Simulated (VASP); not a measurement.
Wanted: the native input for a VASP 6.6.1 run.

| Quantity | Value |
| --- | --- |
| Task | single point |
| Functional | PBE |
| Potentials or basis | VASP PAW PBE potentials, release 64 (Nb_sv, O) |
| Cutoff | 520 eV |
| k mesh | 4 × 4 × 4 |
| Occupations | gaussian, width 0.1 eV |
| Spin | no spin polarisation |
| Dipole correction | no |
| Further INCAR settings | ALGO = Normal; EDIFF = 1e-06; NBANDS = 44 |

The structure of Nb4O3 lies in POSCAR:

```
Nb4O3
1.0
    4.2059151000      0.0000000000      0.0000000000
    0.0000000000      4.2059151000      0.0000000000
    0.0000000000      0.0000000000      4.2059151000
Nb O
4 3
Direct
    0.5000000000      0.5000000000      0.5000000000
    0.5000000000      0.0000000000      0.0000000000
    0.0000000000      0.5000000000      0.0000000000
    0.0000000000      0.0000000000      0.5000000000
    0.5000000000      0.5000000000      0.0000000000
    0.0000000000      0.5000000000      0.5000000000
    0.5000000000      0.0000000000      0.5000000000
```

The input as run:

INCAR

```
SYSTEM = Nb4O3
ALGO = Normal
EDIFF = 1E-6
ENCUT = 520
GGA = PE
ISIF = 2
ISMEAR = 0
LASPH = .True.
LCHARG = .True.
LELF = .True.
LREAL = .False.
LVHAR = .True.
LWAVE = .False.
NBANDS = 44
NELM = 100
PREC = Accurate
SIGMA = 0.1
```

KPOINTS

```
k-points
0
Gamma
  4 4 4
  0 0 0
```

Potentials or basis: VASP PAW PBE potentials, release 64 (Nb_sv, O).

Launch:

```console
$ cat potpaw_PBE.64/Nb_sv/POTCAR potpaw_PBE.64/O/POTCAR > POTCAR
$ mpirun -np 1 vasp_std > vasp.out
```

It gave:

The pressure is 44.3 GPa and the band gap on the k mesh is zero (band 35 reaches 16.14 eV, above the bottom of band 36 at 15.19 eV).

Caveat: the k points lie up to 0.37 Å⁻¹ apart.

It took 39 s on 1 thread of Intel(R) Xeon(R) Platinum 8375C CPU @ 2.90GHz (Ice Lake), on a shared host, peak memory 0.18 GiB.
